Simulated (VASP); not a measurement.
The system is Ga.

```
CELL_PARAMETERS angstrom
2.71648 0.00000 0.00000
0.00000 2.71648 0.00000
0.00000 0.00000 2.71648
ATOMIC_POSITIONS crystal
Ga 0.00000 0.00000 0.00000
```

```yaml
Program: VASP 6.6.1
Task: relaxation of cell and atoms
Functional: LDA
Potentials_or_basis: VASP PAW LDA potentials, release 64 (Ga_d)
Cutoff: 600 eV
k_mesh: 10 × 10 × 10
Occupations: fermi-dirac, width 0.05 eV
Spin: no spin polarisation
```

At the start: pressure -4.7 GPa; volume 20.05 Å³/atom.

Q: Where does the relaxation end?

A: Over 3 steps the energy falls by 34.0 meV/atom and the volume is 18.07 Å³/atom (-9.9 %); space group Pm-3m (No. 221, to 0.05 Å).

The path:
| step | energy change (eV) | largest force (eV/Å) | pressure (GPa) | volume (Å³) |
| --- | --- | --- | --- | --- |
| 1 | 0.0000 | 0.0000 | -4.69 | 20.05 |
| 2 | -0.0328 | 0.0000 | -1.15 | 18.39 |
| 3 | -0.0340 | 0.0000 | 0.01 | 18.07 |

Final structure:
```xyz
1
Lattice="2.6241 0.0000 0.0000 0.0000 2.6241 0.0000 0.0000 0.0000 2.6241" Properties=species:S:1:pos:R:3 pbc="T T T"
Ga    0.0000    0.0000    0.0000
```
